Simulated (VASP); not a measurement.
Write the native input for VASP 6.6.1 that does the following.

- Task: single point
- Functional: PBEsol
- Potentials or basis: VASP PAW PBE potentials, release 64 (Tl_d)
- Cutoff: 520 eV
- k mesh: 10 × 10 × 10
- Occupations: fermi-dirac, width 0.05 eV
- Spin: no spin polarisation
- Dipole correction: no
- Further INCAR settings: ALGO = Fast; EDIFF = 1e-07; NBANDS = 12

The structure of Tl lies in POSCAR:

```
Tl
1.0
   -1.9208270000      1.8947030000      1.9382830000
    1.9484020000     -1.9470920000      2.0182480000
    1.9558520000      1.9821170000     -1.9906730000
Tl
1
Direct
   -0.0394100000     -0.0170810000     -0.0359690000
```

This cell differs from its parent crystal: the cell strained at random.

The input as run:

INCAR

```
SYSTEM = Tl
PREC = Accurate
ENCUT = 520
EDIFF = 1E-7
ISMEAR = -1
SIGMA = 0.05
LREAL = .False.
LASPH = .True.
NELM = 80
ALGO = Fast
ISIF = 2
LWAVE = .False.
LCHARG = .False.
GGA = PS
NBANDS = 12
```

KPOINTS

```
regular mesh
0
Gamma
  10 10 10
  0 0 0
```

Potentials or basis: VASP PAW PBE potentials, release 64 (Tl_d).

Run with:

```sh
$ cat potpaw_PBE.64/Tl_d/POTCAR > POTCAR
$ mpirun -np 1 vasp_std > vasp.out
```

Results of the run:

* Pressure: -1.6 GPa

Caveat: the cell differs from its parent crystal (the cell strained at random); the PAW data sets were made with another functional, which shifts forces and pressure a little.

Run time: 3.2 min on 1 thread of AMD EPYC 7R43 64-Core Processor (Zen 3), on a shared host, peak memory 0.26 GiB.
